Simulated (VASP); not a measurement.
Rh, 1 atom in the cell. The structure is tetragonal, space group I4/mmm (No. 139). The conventional cell has a = 2.589 Å, b = 2.589 Å, c = 4.028 Å, α = 90.00°, β = 90.00°, γ = 90.00°. Rh (site symmetry 4/mmm) has 12 Rh at 2.59 to 2.72 Å within 3.4 Å.  This cell differs from its parent crystal: ratio of the length along z to the lengths across it x 1.1, volume and fractional coordinates fixed.

| Quantity | Value |
| --- | --- |
| Program | VASP 6.6.1 |
| Task | single point |
| Functional | PBEsol |
| Potentials or basis | VASP PAW PBE potentials, release 64 (Rh_pv) |
| Cutoff | 520 eV |
| k mesh | 30 × 30 × 30 |
| Occupations | gaussian, width 0.15 eV |
| Spin | no spin polarisation |
| Dipole correction | no |
| Further INCAR settings | ALGO = Fast; EDIFF = 1e-06; NBANDS = 14 |

Potentials or basis: VASP PAW PBE potentials, release 64 (Rh_pv).

Launch:

```sh
$ cat potpaw_PBE.64/Rh_pv/POTCAR > POTCAR
$ mpirun -np 1 vasp_std > vasp.out
```

Hardware: 1 thread of Intel Xeon 8259CL (shared host).

Estimate the wall time of this run.

Wall time 7.1 min on 1 thread of Intel Xeon 8259CL, with other jobs on the host, peak memory 0.43 GiB. Counts: scf iterations 12, k points 1992.
